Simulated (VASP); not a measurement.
# LiBe (Pm-3m) in VASP: a series of runs, part 2 of 2

VASP 6.6.1.

## Step 3: Single point, PBE

Contents of INCAR:

```
SYSTEM = LiBe
  PREC = Accurate
  ENCUT = 750
  EDIFF = 1E-6
  ISMEAR = 0
  SIGMA = 0.01
  LREAL = .FALSE.
  LASPH = .TRUE.
  NELM = 120
  ALGO = Normal
  ISIF = 2
  LWAVE = .FALSE.
  LCHARG = .FALSE.
  GGA = PE
  NBANDS = 10
  GGA_COMPAT = .FALSE.
```

Contents of KPOINTS:

```
regular mesh
0
G
  8 8 8
  0 0 0
```

Contents of POSCAR:

```
LiBe
1.0
    2.8111530000      0.0000000000      0.0000000000
    0.0000000000      2.8111530000      0.0000000000
    0.0000000000      0.0000000000      2.8111530000
Be Li
1 1
Direct
    0.5000000000      0.5000000000      0.5000000000
    0.0000000000      0.0000000000      0.0000000000
```

Potentials or basis: VASP PAW PBE potentials, release 64 (Be, Li_sv).

Run with:

```bash
cat potpaw_PBE.64/Be/POTCAR potpaw_PBE.64/Li_sv/POTCAR > POTCAR
mpirun -np 1 vasp_std > vasp.out
```

OUTCAR:

```text
SYSTEM = LiBe
   PREC = Accurate
   ENCUT = 750
   EDIFF = 1E-6
   ISMEAR = 0
   LREAL = .FALSE.
   LASPH = .TRUE.
   NELM = 120
   ISIF = 2
   GGA = PE

 ion  position               nearest neighbor table
   1  0.500  0.500  0.500-   2 2.43   2 2.43   2 2.43   2 2.43   2 2.43   2 2.43   2 2.43   2 2.43

   2  0.000  0.000  0.000-   1 2.43   1 2.43   1 2.43   1 2.43   1 2.43   1 2.43   1 2.43   1 2.43

  LATTYP: Found a simple cubic cell.
 ALAT       =     2.8111530000

  Lattice vectors:

 A1 = (   2.8111530000,   0.0000000000,   0.0000000000)
 A2 = (   0.0000000000,   2.8111530000,   0.0000000000)
 A3 = (   0.0000000000,   0.0000000000,   2.8111530000)

Analysis of symmetry for initial positions (statically):
=====================================================================
 Subroutine PRICEL returns:
 Original cell was already a primitive cell.

 Routine SETGRP: Setting up the symmetry group for a
 simple cubic supercell.

 Subroutine GETGRP returns: Found 48 space group operations
 (whereof 48 operations were pure point group operations)
 out of a pool of 48 trial point group operations.

The static configuration has the point symmetry O_h .

Analysis of symmetry for dynamics (positions and initial velocities):
=====================================================================
 Subroutine PRICEL returns:
 Original cell was already a primitive cell.

 Routine SETGRP: Setting up the symmetry group for a
 simple cubic supercell.

 Subroutine GETGRP returns: Found 48 space group operations
 (whereof 48 operations were pure point group operations)
 out of a pool of 48 trial point group operations.

The dynamic configuration has the point symmetry O_h .

 Subroutine INISYM returns: Found 48 space group operations
 (whereof 48 operations are pure point group operations),
 and found     1 'primitive' translations

----------------------------------------------------------------------------------------

                                     Primitive cell

  volume of cell :      22.2154

  direct lattice vectors                    reciprocal lattice vectors
     2.811153000  0.000000000  0.000000000     0.355725925  0.000000000  0.000000000
     0.000000000  2.811153000  0.000000000     0.000000000  0.355725925  0.000000000
     0.000000000  0.000000000  2.811153000     0.000000000  0.000000000  0.355725925

  length of vectors
     2.811153000  2.811153000  2.811153000     0.355725925  0.355725925  0.355725925

  position of ions in fractional coordinates (direct lattice)
     0.500000000  0.500000000  0.500000000
     0.000000000  0.000000000  0.000000000

  ion indices of the primitive-cell ions
   primitive index   ion index
                 1           1
                 2           2

----------------------------------------------------------------------------------------

 KPOINTS: regular mesh

Automatic generation of k-mesh.
 Grid dimensions read from file:
 generate k-points for:    8    8    8

 Generating k-lattice:

  Cartesian coordinates                     Fractional coordinates (reciprocal lattice)
     0.044465741  0.000000000  0.000000000     0.125000000  0.000000000  0.000000000
     0.000000000  0.044465741  0.000000000     0.000000000  0.125000000  0.000000000
     0.000000000  0.000000000  0.044465741     0.000000000  0.000000000  0.125000000

  Length of vectors
     0.044465741  0.044465741  0.044465741

  Shift w.r.t. Gamma in fractional coordinates (k-lattice)
     0.000000000  0.000000000  0.000000000

 Subroutine IBZKPT returns following result:
 ===========================================

 Found     35 irreducible k-points:

 Following reciprocal coordinates:
            Coordinates               Weight
  0.000000  0.000000  0.000000      1.000000
  0.125000  0.000000  0.000000      6.000000
  0.250000  0.000000  0.000000      6.000000
  0.375000  0.000000  0.000000      6.000000
  0.500000  0.000000  0.000000      3.000000
  0.125000  0.125000  0.000000     12.000000
[... 16 lines left out ...]
  0.375000  0.375000  0.125000     24.000000
  0.500000  0.375000  0.125000     24.000000
 [... further k-points ...]
   k-points           NKPTS =     35   k-points in BZ     NKDIM =     35   number of bands    NBANDS=     10
   number of dos      NEDOS =    301   number of ions     NIONS =      2
   total plane-waves  NPLWV =  21952
   dimension x,y,z NGX =    28 NGY =   28 NGZ =   28
   dimension x,y,z NGXF=    56 NGYF=   56 NGZF=   56
   ions per type =               1   1
   NGX,Y,Z   is equivalent  to a cutoff of  16.56, 16.56, 16.56 a.u.
   NGXF,Y,Z  is equivalent  to a cutoff of  33.12, 33.12, 33.12 a.u.
 SYSTEM =  LiBe
   PREC   = accura    normal or accurate (medium, high low for compatibility)
   ISTART =      0    job   : 0-new  1-cont  2-samecut
   ICHARG =      2    charge: 1-file 2-atom 10-const
   ISPIN  =      1    spin polarized calculation?
   LNONCOLLINEAR =      F non collinear calculations
   LSORBIT =      F    spin-orbit coupling
   LASPH  =      T    aspherical Exc in radial PAW
   ENCUT  =  750.0 eV  55.12 Ry    7.42 a.u.   6.28  6.28  6.28*2*pi/ulx,y,z
   NELM   =    120;   NELMIN=  2; NELMDL= -5     # of ELM steps
   EDIFF  = 0.1E-05   stopping-criterion for ELM
   LREAL  =      F    real-space projection
   EDIFFG = 0.1E-04   stopping-criterion for IOM
   NSW    =      0    number of steps for IOM
   IBRION =     -1    ionic relax: 0-MD 1-quasi-New 2-CG
   NFREE  =      0    steps in history (QN), initial steepest desc. (CG)
   ISIF   =      2    stress and relaxation
   ISYM   =      2    0-nonsym 1-usesym 2-fastsym
   POTIM  = 0.5000    time-step for ionic-motion
   TEBEG  =    0.0;   TEEND  =   0.0 temperature during run
   PSTRESS=    0.0 pullay stress
   NELECT =       5.0000    total number of electrons
   NUPDOWN=      -1.0000    fix difference up-down
   EMIN   =  10.00;   EMAX   =-10.00  energy-range for DOS
   EFERMI =   0.00;   METHOD = LEGACY
   ISMEAR =     0;   SIGMA  =   0.01  broadening in eV -4-tet -1-fermi 0-gaus
   EFERMI_NEDOS =   21; number of points for ismear=-14 and -15
   IALGO  =     38    algorithm
   IMIX   =      4    mixing-type and parameters
     AMIX     =   0.40;   BMIX     =  1.00
     AMIX_MAG =   1.60;   BMIX_MAG =  1.00
  volume/ion in A,a.u.               =      11.11        74.96
  Fermi-wavevector in a.u.,A,eV,Ry     =   0.995819  1.881825 13.492288  0.991655
  Thomas-Fermi vector in A             =   2.127865
   LORBIT       =      0    0 simple, 1 ext, 2 COOP (PROOUT), +10 PAW based schemes
   GGA     = PE    functional components
   LHFCALC =     F    Hartree Fock is set to
   AEXX    =    0.0000 exact exchange contribution
   IVDW    =     0    specifies the selected vdW correction
   LEPSILON=     F    determine dielectric tensor
   LRPA    =     F    only Hartree local field effects (RPA)
 non-spin polarized calculation
 Gauss-broadening in eV      SIGMA  =   0.01
  energy-cutoff  :      750.00
  volume of cell :       22.22
 maximum number of plane-waves:      1064
 NGX is ok and might be reduce to    28
   NGX = 13   NGY = 13   NGZ = 13

 number of electron       5.0000002 magnetization

 Free energy of the ion-electron system (eV)
  ---------------------------------------------------
  ext. energy  EPLUGINS =         0.00000000
  ---------------------------------------------------
  free energy    TOTEN  =        -4.93017059 eV

  energy without entropy =       -4.92952238  energy(sigma->0) =       -4.92984648

 E-fermi :   2.6754     XC(G=0):  -9.1545

 val. band max:        2.6748225118   @ k =   0.3750   0.2500   0.1250
 cond. band min:       2.9266377888   @ k =   0.5000   0.5000   0.2500
 fundamental gap:      0.2518152771
 Fermi energy:         2.6753889657

 k-point     1 :       0.0000    0.0000    0.0000
  band No.  band energies     occupation
      1     -41.7365      2.00000
      2      -3.6100      2.00000
      3       9.0824      0.00000
      4       9.0824      0.00000
      5       9.0824      0.00000
      6      13.6195      0.00000
      7      13.6195      0.00000
      8      21.5824      0.00000
      9      22.6408      0.00000
     10      22.6408      0.00000
[... 287 lines left out ...]
 k-point    24 :       0.5000    0.3750    0.1250
  band No.  band energies     occupation
      1     -41.6990      2.00000
      2       1.2627      2.00000
      3       1.8429      2.00000
      4       5.5923      0.00000
      5       9.4469      0.00000
      6      12.3622      0.00000
      7      15.8886      0.00000
      8      16.8424      0.00000
      9      19.3657      0.00000
     10      24.7043      0.00000

 [... further k-points ...]
[... 5 lines left out ...]
  --------------------------------------------------------------------------------------
  -------------------------------------------------------------------------------------
  Total        0.0248930      0.0248930      0.0248930     -0.0000000     -0.0000000     -0.0000000
  in kB        1.7952920      1.7952920      1.7952920     -0.0000000     -0.0000000     -0.0000000
  external PRESSURE =       1.7952920 kB  Pullay stress =       0.0000000 kB

 VOLUME and BASIS-vectors are now :
 -----------------------------------------------------------------------------
  energy-cutoff  :      750.00
  volume of cell :       22.22
      direct lattice vectors                 reciprocal lattice vectors
     2.811153000  0.000000000  0.000000000     0.355725925  0.000000000  0.000000000
     0.000000000  2.811153000  0.000000000     0.000000000  0.355725925  0.000000000
     0.000000000  0.000000000  2.811153000     0.000000000  0.000000000  0.355725925

 POSITION                                       TOTAL-FORCE (eV/Angst)
 -----------------------------------------------------------------------------------
      1.40558      1.40558      1.40558         0.000000      0.000000      0.000000
      0.00000      0.00000      0.00000         0.000000      0.000000      0.000000
 -----------------------------------------------------------------------------------
    total drift:                               -0.000000     -0.000000     -0.000000

  FREE ENERGIE OF THE ION-ELECTRON SYSTEM (eV)
  ---------------------------------------------------
  free  energy   TOTEN  =        -4.9301705861 eV

  energy  without entropy=       -4.9295223834  energy(sigma->0) =       -4.92984648
```

OSZICAR:

```text
N       E                     dE             d eps       ncg     rms          rms(c)
DAV:   1     0.386867851387E+01    0.38687E+01   -0.18203E+03   700   0.512E+02
DAV:   2    -0.474991679381E+01   -0.86186E+01   -0.83411E+01  1002   0.858E+01
DAV:   3    -0.493205781838E+01   -0.18214E+00   -0.18166E+00   882   0.928E+00
DAV:   4    -0.493484941073E+01   -0.27916E-02   -0.27868E-02   934   0.109E+00
DAV:   5    -0.493488436207E+01   -0.34951E-04   -0.34949E-04   902   0.109E-01    0.604E-01
DAV:   6    -0.493106008681E+01    0.38243E-02   -0.13732E-03  1054   0.181E-01    0.381E-01
DAV:   7    -0.493024033909E+01    0.81975E-03   -0.35744E-03   898   0.326E-01    0.543E-02
DAV:   8    -0.493017098314E+01    0.69356E-04   -0.15624E-04   918   0.863E-02    0.742E-03
DAV:   9    -0.493017058605E+01    0.39709E-06   -0.65474E-06   840   0.233E-02
   1 F= -.49301706E+01 E0= -.49298465E+01  d E =-.648203E-03
```

Wall time 4.6 s (1 thread of Intel Xeon 6975P-C (Granite Rapids), shared host); peak memory 0.15 GiB.

Results:

```
Free energy            : -4.9302 eV
Pressure               : 0.2 GPa
Band gap on the k mesh : zero (an odd number of electrons rules out a gap without spin polarisation)
```

## Step 4: Single point, PBE

Contents of INCAR:

```
SYSTEM = LiBe
  PREC = Accurate
  ENCUT = 750
  EDIFF = 1E-6
  ISMEAR = 0
  SIGMA = 0.005
  LREAL = .False.
  LASPH = .True.
  NELM = 120
  ALGO = Normal
  ISIF = 2
  LWAVE = .False.
  LCHARG = .True.
  GGA = PE
  LELF = .True.
  LVHAR = .True.
  NBANDS = 10
  GGA_COMPAT = .False.
```

Contents of KPOINTS:

```
regular mesh
0
Gamma
  8 8 8
  0 0 0
```

POSCAR is that of step 3.

Run with:

```bash
cat potpaw_PBE.64/Be/POTCAR potpaw_PBE.64/Li_sv/POTCAR > POTCAR
mpirun -np 1 vasp_std > vasp.out
```

Wall time 5.5 s (1 thread of Intel Xeon 6975P-C (Granite Rapids), shared host); peak memory 0.15 GiB.

Results (log left out):

- Free energy: -4.9299 eV
- Pressure: 0.2 GPa
- Band gap on the k mesh: zero (an odd number of electrons rules out a gap without spin polarisation)

Levels at points of the mesh, in eV from the Fermi level:
```csv
k point,band 1,band 2,band 3,band 4,band 5,band 6
"(0.00, 0.00, 0.00)",-44.41,-6.28,6.41,6.41,6.41,10.94
"(0.50, 0.00, 0.00)",-44.39,-3.59,-2.05,9.18,9.18,13.17
"(0.50, 0.50, 0.00)",-44.37,-0.86,-0.86,1.55,6.28,10.93
"(0.50, 0.50, 0.50)",-44.36,2.62,2.62,2.62,5.24,5.24
```

## Step 5: The runs side by side

```csv
smearing,gap on the mesh (eV),pressure (GPa)
gaussian 0.025 eV,none,0.2
gaussian 0.01 eV,none,0.2
gaussian 0.005 eV,none,0.2
```

Alike in all rows: task single point; level PBE; potentials or basis VASP PAW PBE potentials, release 64 (Be, Li_sv); no spin polarisation; cell as given; k mesh 8 × 8 × 8; cutoff (eV) 750.

Total energies depend on the potentials used, so only differences within one code and one set of settings carry meaning.
